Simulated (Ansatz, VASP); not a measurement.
# Two plane-wave programs on Be2BiSb2

INCAR

```
SYSTEM = Be2BiSb2
PREC     = Accurate       ! precision mode
ENCUT    = 520            ! plane-wave cutoff, eV
EDIFF    = 1E-7           ! SCF threshold, eV
ISMEAR   = 0              ! smearing method
SIGMA    = 0.1            ! smearing width, eV
LREAL    = .False.        ! projectors in reciprocal space
LASPH    = .True.         ! aspherical terms in the spheres
NELM     = 80             ! most SCF steps
ALGO     = Fast           ! electronic algorithm
ISIF     = 2              ! what is computed and relaxed
LWAVE    = .False.        ! write WAVECAR
LCHARG   = .False.        ! write CHGCAR
GGA      = PS             ! functional
NBANDS   = 22             ! bands
```

Contents of KPOINTS:

```
regular mesh
0
Gamma
  6 6 6
  0 0 0
```

The input POSCAR:

```
Be2BiSb2
1.0
   -1.9001327035      3.0072228826      3.9851575010
    1.9001327035     -3.0072228826      3.9851575010
    1.9001327035      3.0072228826     -3.9851575010
Be Sb Bi
2 2 1
Direct
    0.7191387499      0.2191387499      0.5000000000
    0.2808612501      0.7808612501      0.5000000000
    0.7030709111      0.5000000000      0.2030709111
    0.2969290889      0.5000000000      0.7969290889
    0.0000000000      0.0000000000      0.0000000000
```

Input for Ansatz:

```yaml
crystal:
  lattice:
    - [-1.9001327035, 3.0072228826, 3.985157501]
    - [1.9001327035, -3.0072228826, 3.985157501]
    - [1.9001327035, 3.0072228826, -3.985157501]
  atoms:
    - { symbol: Be, position: [0.7191387499, 0.2191387499, 0.5] }
    - { symbol: Be, position: [0.2808612501, 0.7808612501, 0.5] }
    - { symbol: Sb, position: [0.7030709111, 0.5, 0.2030709111] }
    - { symbol: Sb, position: [0.2969290889, 0.5, 0.7969290889] }
    - { symbol: Bi, position: [0.0, 0.0, 0.0] }
basis:
  ecutwfc: 420
kpoints:
  mp_grid: { grid: [6, 6, 6] }
hamiltonian:
  xc: pbesol
scf:
  occupations: { method: gaussian, width: 0.1 }
output:
  forces: true
  stress: true
  eigenvalues: true
```

Alike in both runs: task single point; functional PBEsol; k mesh 6 × 6 × 6; occupations gaussian, width 0.1 eV; no spin polarisation.

|  | VASP | Ansatz |
| --- | --- | --- |
| version | VASP 6.6.1 | Ansatz 0.2.0 |
| potentials or method | VASP PAW PBE potentials, release 64 (Be, Sb, Bi_d), cutoff 520 eV | scalar-relativistic, plane waves, PAW |
| valence electrons in the cell | 29 | 49 |

Ansatz gave:

- gap on the k mesh at the Fermi level (eV): none
- rms of the force components (eV/Å): 0.147

Task: Which values does VASP return?

Result: gap on the k mesh at the Fermi level (eV): none; rms of the force components (eV/Å): 0.105.

VASP's potentials were made for PBE, not for PBEsol. Atom by atom the forces differ by 0.043 eV/Å (rms over components). A gap of «none» marks a metal or a gap that the smearing closes. VASP's potentials hold 29 valence electrons a cell and Ansatz's 49, so a difference there can come from the potentials and not from the codes.

Spin-orbit coupling is off throughout.
